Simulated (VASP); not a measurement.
A run of VASP 6.6.1 is set up as follows.

Contents of INCAR:

```
SYSTEM = AlN
PREC = Accurate
ENCUT = 520
EDIFF = 1E-7
ISMEAR = 0
SIGMA = 0.05
LREAL = .FALSE.
LASPH = .TRUE.
NELM = 80
ALGO = Normal
ISIF = 2
LWAVE = .FALSE.
LCHARG = .FALSE.
GGA = PE
NBANDS = 36
```

File KPOINTS:

```
Automatic mesh
0
G
  8 8 2
  0 0 0
```

The input POSCAR:

```
AlN
1.0
    2.2015871003     -2.2015871003      0.0000000000
    2.2015871003      0.0000000000     -2.2015871003
   12.8427381909      6.7881535064      6.7881535064
Al N
6 6
Direct
    0.6371701400     -0.3628298600      0.3958000000
    0.1232868067      0.1232868067      0.2291333333
    0.1510534733      0.1510534733      0.5624666667
    0.1788201400      0.1788201400      0.8958000000
   -0.3350631933     -0.3350631933      0.7291333333
    0.6094034733      0.6094034733      0.0624666667
    0.2656409733      0.2656409733      0.4374666667
    0.7517576400     -0.2482423600      0.2708000000
   -0.2204756933     -0.2204756933      0.6041333333
   -0.1927090267     -0.1927090267      0.9374666667
   -0.7065923600     -0.7065923600      0.7708000000
    0.2378743067      0.2378743067      0.1041333333
```

Potentials or basis: VASP PAW PBE potentials, release 64 (Al, N).

Launch:

```console
$ cat potpaw_PBE.64/Al/POTCAR potpaw_PBE.64/N/POTCAR > POTCAR
$ mpirun -np 1 vasp_std > vasp.out
```

(1) What does it give for the largest force?

(2) Estimate the pressure.

(3) Predict the band gap on the k mesh.

Answers

(1) 0.764 eV/Å.

(2) -0.6 GPa.

(3) 3.14 eV (least direct gap 3.56 eV).

Caveat: the cell differs from its parent crystal (the part above a cut slid along it).
